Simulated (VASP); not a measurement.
# WC (Qusongite) (P-6m2) in VASP: a series of runs

Aim: see how the results for WC (Qusongite) move with the level of theory and the settings. Levels: PBE, PBEsol. Tasks: single point, relaxation of cell and atoms.

Program: VASP 6.6.1. These are calculated values, not measurements. Logs are shortened: lines on timing, memory, paths and dates and some standing lists are left out, and cuts for length are marked.

### Step 1. The cell of the first run

The structure is hexagonal, space group P-6m2 (No. 187). The conventional cell has a = 2.907 Å, b = 2.907 Å, c = 2.837 Å, α = 90.00°, β = 90.00°, γ = 120.00°. Within 2.9 Å of W (site symmetry -6m2) lie 6 C at 2.20 Å and 2 W at 2.84 Å. Within 2.9 Å of C (site symmetry -6m2) lie 6 W at 2.20 Å and 2 C at 2.84 Å.

### Step 2. Single point, PBE

INCAR

```
PREC = Accurate ; ENCUT = 520
EDIFF = 1E-6 ; ISMEAR = 0
SIGMA = 0.05 ; LREAL = False
LASPH = True ; NELM = 80
ALGO = Normal ; ISIF = 2
LWAVE = False ; LCHARG = True
GGA = PE ; LELF = True
LVHAR = True ; NBANDS = 16
```

KPOINTS

```
Automatic mesh
0
Gamma
  10 10 9
```

POSCAR

```
WC
1.0
    2.9065000000      0.0000000000      0.0000000000
   -1.4532500000      2.5171028361      0.0000000000
    0.0000000000      0.0000000000      2.8366000000
W C
1 1
Direct
    0.0000000000      0.0000000000      0.0000000000
    0.6666666667      0.3333333333      0.5000000000
```

Potentials or basis: VASP PAW PBE potentials, release 64 (W_sv, C).

Started as:

```
cat potpaw_PBE.64/W_sv/POTCAR potpaw_PBE.64/C/POTCAR > POTCAR
mpirun -np 1 vasp_std > vasp.out
```

OUTCAR:

```text
PREC = Accurate
   ENCUT = 520
   EDIFF = 1E-6
   ISMEAR = 0
   LREAL = False
   LASPH = True
   NELM = 80
   ISIF = 2
   GGA = PE

 ion  position               nearest neighbor table
   1  0.000  0.000  0.000-   2 2.20   2 2.20   2 2.20   2 2.20   2 2.20   2 2.20
   2  0.667  0.333  0.500-   1 2.20   1 2.20   1 2.20   1 2.20   1 2.20   1 2.20

  LATTYP: Found a hexagonal cell.
 ALAT       =     2.9065000000
 C/A-ratio  =     0.9759504559

  Lattice vectors:

 A1 = (   2.9065000000,   0.0000000000,   0.0000000000)
 A2 = (  -1.4532500000,   2.5171028361,   0.0000000000)
 A3 = (   0.0000000000,   0.0000000000,   2.8366000000)

Analysis of symmetry for initial positions (statically):
=====================================================================
 Subroutine PRICEL returns:
 Original cell was already a primitive cell.

 Routine SETGRP: Setting up the symmetry group for a
 hexagonal supercell.

 Subroutine GETGRP returns: Found 12 space group operations
 (whereof 12 operations were pure point group operations)
 out of a pool of 24 trial point group operations.

The static configuration has the point symmetry D_3h.

Analysis of symmetry for dynamics (positions and initial velocities):
=====================================================================
 Subroutine PRICEL returns:
 Original cell was already a primitive cell.

 Routine SETGRP: Setting up the symmetry group for a
 hexagonal supercell.

 Subroutine GETGRP returns: Found 12 space group operations
 (whereof 12 operations were pure point group operations)
 out of a pool of 24 trial point group operations.

The dynamic configuration has the point symmetry D_3h.

 Subroutine INISYM returns: Found 12 space group operations
 (whereof 12 operations are pure point group operations),
 and found     1 'primitive' translations

----------------------------------------------------------------------------------------

                                     Primitive cell

  volume of cell :      20.7525

  direct lattice vectors                    reciprocal lattice vectors
     2.906500000  0.000000000  0.000000000     0.344056425  0.198641070  0.000000000
    -1.453250000  2.517102836  0.000000000     0.000000000  0.397282139  0.000000000
     0.000000000  0.000000000  2.836600000     0.000000000  0.000000000  0.352534725

  length of vectors
     2.906500000  2.906500000  2.836600000     0.397282139  0.397282139  0.352534725

  position of ions in fractional coordinates (direct lattice)
     0.000000000  0.000000000  0.000000000
     0.666666667  0.333333333  0.500000000

  ion indices of the primitive-cell ions
   primitive index   ion index
                 1           1
                 2           2

----------------------------------------------------------------------------------------

 KPOINTS: Automatic mesh

Automatic generation of k-mesh.
 Grid dimensions read from file:
 generate k-points for:   10   10    9

 Generating k-lattice:

  Cartesian coordinates                     Fractional coordinates (reciprocal lattice)
     0.034405643  0.019864107  0.000000000     0.100000000  0.000000000  0.000000000
     0.000000000  0.039728214  0.000000000     0.000000000  0.100000000  0.000000000
     0.000000000  0.000000000  0.039170525     0.000000000  0.000000000  0.111111111

  Length of vectors
     0.039728214  0.039728214  0.039170525

  Shift w.r.t. Gamma in fractional coordinates (k-lattice)
     0.000000000  0.000000000  0.000000000

 Subroutine IBZKPT returns following result:
 ===========================================

 Found     70 irreducible k-points:

 Following reciprocal coordinates:
            Coordinates               Weight
  0.000000  0.000000  0.000000      1.000000
  0.100000  0.000000  0.000000      6.000000
  0.200000  0.000000  0.000000      6.000000
  0.300000  0.000000  0.000000      6.000000
  0.400000  0.000000  0.000000      6.000000
  0.500000  0.000000  0.000000      3.000000
[... 16 lines left out ...]
  0.300000  0.100000  0.111111     24.000000
  0.400000  0.100000  0.111111     24.000000
 [... further k-points ...]
   k-points           NKPTS =     70   k-points in BZ     NKDIM =     70   number of bands    NBANDS=     16
   number of dos      NEDOS =    301   number of ions     NIONS =      2
   total plane-waves  NPLWV =  13824
   dimension x,y,z NGX =    24 NGY =   24 NGZ =   24
   dimension x,y,z NGXF=    48 NGYF=   48 NGZF=   48
   ions per type =               1   1
   NGX,Y,Z   is equivalent  to a cutoff of  13.73, 13.73, 14.07 a.u.
   NGXF,Y,Z  is equivalent  to a cutoff of  27.46, 27.46, 28.13 a.u.
 SYSTEM =  unknown system
   PREC   = accura    normal or accurate (medium, high low for compatibility)
   ISTART =      0    job   : 0-new  1-cont  2-samecut
   ICHARG =      2    charge: 1-file 2-atom 10-const
   ISPIN  =      1    spin polarized calculation?
   LNONCOLLINEAR =      F non collinear calculations
   LSORBIT =      F    spin-orbit coupling
   LASPH  =      T    aspherical Exc in radial PAW
   ENCUT  =  520.0 eV  38.22 Ry    6.18 a.u.   5.40  5.40  5.27*2*pi/ulx,y,z
   NELM   =     80;   NELMIN=  2; NELMDL= -5     # of ELM steps
   EDIFF  = 0.1E-05   stopping-criterion for ELM
   LREAL  =      F    real-space projection
   EDIFFG = 0.1E-04   stopping-criterion for IOM
   NSW    =      0    number of steps for IOM
   IBRION =     -1    ionic relax: 0-MD 1-quasi-New 2-CG
   NFREE  =      0    steps in history (QN), initial steepest desc. (CG)
   ISIF   =      2    stress and relaxation
   ISYM   =      2    0-nonsym 1-usesym 2-fastsym
   POTIM  = 0.5000    time-step for ionic-motion
   TEBEG  =    0.0;   TEEND  =   0.0 temperature during run
   PSTRESS=    0.0 pullay stress
   NELECT =      18.0000    total number of electrons
   NUPDOWN=      -1.0000    fix difference up-down
   EMIN   =  10.00;   EMAX   =-10.00  energy-range for DOS
   EFERMI =   0.00;   METHOD = LEGACY
   ISMEAR =     0;   SIGMA  =   0.05  broadening in eV -4-tet -1-fermi 0-gaus
   EFERMI_NEDOS =   21; number of points for ismear=-14 and -15
   IALGO  =     38    algorithm
   IMIX   =      4    mixing-type and parameters
     AMIX     =   0.40;   BMIX     =  1.00
     AMIX_MAG =   1.60;   BMIX_MAG =  1.00
  volume/ion in A,a.u.               =      10.38        70.02
  Fermi-wavevector in a.u.,A,eV,Ry     =   1.561262  2.950358 33.164744  2.437540
  Thomas-Fermi vector in A             =   2.664353
   LORBIT       =      0    0 simple, 1 ext, 2 COOP (PROOUT), +10 PAW based schemes
   GGA     = PE    functional components
   LHFCALC =     F    Hartree Fock is set to
   AEXX    =    0.0000 exact exchange contribution
   IVDW    =     0    specifies the selected vdW correction
   LEPSILON=     F    determine dielectric tensor
   LRPA    =     F    only Hartree local field effects (RPA)
 non-spin polarized calculation
 Gauss-broadening in eV      SIGMA  =   0.05
  energy-cutoff  :      520.00
  volume of cell :       20.75
 maximum number of plane-waves:       580
 NGX is ok and might be reduce to    24
   NGX = 11   NGY = 11   NGZ = 11

 number of electron      18.0000000 magnetization

 Free energy of the ion-electron system (eV)
  ---------------------------------------------------
  ext. energy  EPLUGINS =         0.00000000
  ---------------------------------------------------
  free energy    TOTEN  =       -22.44557576 eV

  energy without entropy =      -22.44502386  energy(sigma->0) =      -22.44529981

 E-fermi :  11.0860     XC(G=0): -13.8001

 val. band max:       10.9902108548   @ k =   0.0000   0.0000   0.3333
 cond. band min:      11.0931315775   @ k =   0.1000   0.0000   0.3333
 fundamental gap:      0.1029207227
 Fermi energy:        11.0860467457

 k-point     1 :       0.0000    0.0000    0.0000
  band No.  band energies     occupation
      1     -62.9207      2.00000
      2     -26.9049      2.00000
      3     -26.7983      2.00000
      4     -26.7983      2.00000
      5      -3.3753      2.00000
      6       6.7668      2.00000
[... 8 lines left out ...]
     15      25.4227      0.00000
     16      27.8142      0.00000

 k-point     2 :       0.1000    0.0000    0.0000
  band No.  band energies     occupation
      1     -62.9151      2.00000
      2     -26.8943      2.00000
      3     -26.8801      2.00000
      4     -26.8168      2.00000
      5      -3.1149      2.00000
      6       6.7980      2.00000
[... 8 lines left out ...]
     15      24.9796      0.00000
     16      28.3601      0.00000

 k-point     3 :       0.2000    0.0000    0.0000
  band No.  band energies     occupation
      1     -62.9006      2.00000
      2     -27.0898      2.00000
      3     -26.8667      2.00000
      4     -26.8650      2.00000
      5      -2.3988      2.00000
      6       6.0699      2.00000
[... 8 lines left out ...]
     15      24.7987      0.00000
     16      29.5112      0.00000

 k-point     4 :       0.3000    0.0000    0.0000
  band No.  band energies     occupation
      1     -62.8826      2.00000
      2     -27.3404      2.00000
      3     -26.9239      2.00000
      4     -26.8323      2.00000
      5      -1.4109      2.00000
      6       5.0830      2.00000
[... 8 lines left out ...]
     15      25.7218      0.00000
     16      28.4000      0.00000
[... 324 lines left out ...]
 k-point    22 :       0.2000    0.1000    0.1111
  band No.  band energies     occupation
      1     -62.8841      2.00000
      2     -27.2248      2.00000
      3     -26.9305      2.00000
      4     -26.9156      2.00000
      5      -1.5503      2.00000
      6       5.6219      2.00000
[... 8 lines left out ...]
     15      24.7089      0.00000
     16      28.7784      0.00000

 k-point    23 :       0.3000    0.1000    0.1111
  band No.  band energies     occupation
      1     -62.8678      2.00000
      2     -27.4316      2.00000
      3     -26.9832      2.00000
      4     -26.8974      2.00000
      5      -0.6234      2.00000
      6       4.7483      2.00000
[... 8 lines left out ...]
     15      25.3599      0.00000
     16      27.6930      0.00000

 k-point    24 :       0.4000    0.1000    0.1111
  band No.  band energies     occupation
      1     -62.8578      2.00000
      2     -27.5565      2.00000
      3     -27.0246      2.00000
      4     -26.8767      2.00000
      5       0.0598      2.00000
      6       4.1816      2.00000
[... 8 lines left out ...]
     15      24.4778      0.00000
     16      28.5261      0.00000

 [... further k-points ...]
[... 5 lines left out ...]
  --------------------------------------------------------------------------------------
  -------------------------------------------------------------------------------------
  Total        0.8998799      0.8998799      0.8151651      0.0000000     -0.0000000      0.0000000
  in kB       69.4745506     69.4745506     62.9342119      0.0000000     -0.0000000      0.0000000
  external PRESSURE =      67.2944377 kB  Pullay stress =       0.0000000 kB

 VOLUME and BASIS-vectors are now :
 -----------------------------------------------------------------------------
  energy-cutoff  :      520.00
  volume of cell :       20.75
      direct lattice vectors                 reciprocal lattice vectors
     2.906500000  0.000000000  0.000000000     0.344056425  0.198641070  0.000000000
    -1.453250000  2.517102836  0.000000000     0.000000000  0.397282139  0.000000000
     0.000000000  0.000000000  2.836600000     0.000000000  0.000000000  0.352534725

 POSITION                                       TOTAL-FORCE (eV/Angst)
 -----------------------------------------------------------------------------------
      0.00000      0.00000      0.00000         0.000000     -0.000000      0.000000
      1.45325      0.83903      1.41830        -0.000000      0.000000      0.000000
 -----------------------------------------------------------------------------------
    total drift:                                0.000000     -0.000000      0.000000

  FREE ENERGIE OF THE ION-ELECTRON SYSTEM (eV)
  ---------------------------------------------------
  free  energy   TOTEN  =       -22.4455757603 eV

  energy  without entropy=      -22.4450238579  energy(sigma->0) =      -22.44529981
```

Wall time 29 s (1 thread of Intel Xeon 8259CL, shared host); peak memory 0.16 GiB.

What came out:

```yaml
Free_energy: -22.4456 eV
Pressure: 6.7 GPa
Band_gap_on_the_k_mesh: zero (band 9 reaches 11.73 eV, above the bottom of band 10 at 10.54 eV)
```

Caveat: spin-orbit coupling is left out, which moves the levels of the heavy elements.

### Step 3. Relaxation of cell and atoms, PBEsol, target pressure 2 GPa, at which the enthalpy is minimised

INCAR

```
SYSTEM = WC
  PREC = Accurate
  ENCUT = 600
  EDIFF = 1E-6
  ISMEAR = -1
  SIGMA = 0.05
  LREAL = .FALSE.
  LASPH = .TRUE.
  NELM = 80
  ALGO = Normal
  ISIF = 3
  LWAVE = .FALSE.
  LCHARG = .FALSE.
  GGA = PS
  IBRION = 2
  NSW = 60
  EDIFFG = -0.01
  PSTRESS = 20.0
```

KPOINTS

```
regular mesh
0
G
  10 10 9
  0 0 0
```

POSCAR is that of step 2.

Potentials or basis: VASP PAW PBE potentials, release 64 (W_sv, C).

Started as:

```
cat potpaw_PBE.64/W_sv/POTCAR potpaw_PBE.64/C/POTCAR > POTCAR
mpirun -np 1 vasp_std > vasp.out
```

Wall time 60 s (1 thread of Intel Xeon 8259CL, shared host); peak memory 0.17 GiB.

Results (log left out):

```
Free energy                                            : -23.9052 eV
Relaxed volume                                         : 10.27 Å³/atom
Relaxed cell                                           : a = 2.897 Å, b = 2.897 Å, c = 2.825 Å, α = 90.00°, β = 90.00°, γ = 120.00°
Space group after relaxing (to 0.05 Å)                 : P-6m2 (No. 187)
Energy change on relaxing (the enthalpy is what falls) : -0.1 meV/atom
Ionic steps                                            : 4
Pressure after relaxing                                : 1.9 GPa
Band gap on the k mesh                                 : zero (band 9 reaches 11.76 eV, above the bottom of band 10 at 10.52 eV)
```

Stress tensor (GPa, compression positive):
```
1.86 0.00 0.00
0.00 1.86 0.00
0.00 0.00 2.12
```

Step by step:
```tsv
step	energy change (eV)	largest force (eV/Å)	pressure (GPa)	volume (Å³)
1	0.0000	0.0000	-2.33	20.75
2	0.0337	0.0000	15.78	19.92
3	-0.0003	0.0000	1.92	20.54
4	-0.0003	0.0000	1.95	20.54
```

Final structure:
```
W C
1.0
     2.89726    0.00000    0.00000
    -1.44863    2.50910    0.00000
     0.00000    0.00000    2.82504
W C
1 1
Direct
  0.00000 0.00000 0.00000
  0.66667 0.33333 0.50000
```

Levels at points of the mesh, in eV from the Fermi level:
```
           k point  band 7  band 8  band 9  band 10  band 11  band 12
(0.00, 0.00, 0.00)   -3.37   -3.37    0.13     3.29     3.29     5.72
(0.50, 0.00, 0.00)   -3.64   -3.63   -0.44     2.38     4.61     4.98
```

Caveat: the cell is relaxed towards a set pressure, so the enthalpy falls and the energy may rise; the PAW data sets were made with another functional, which shifts forces and pressure a little; spin-orbit coupling is left out, which moves the levels of the heavy elements.
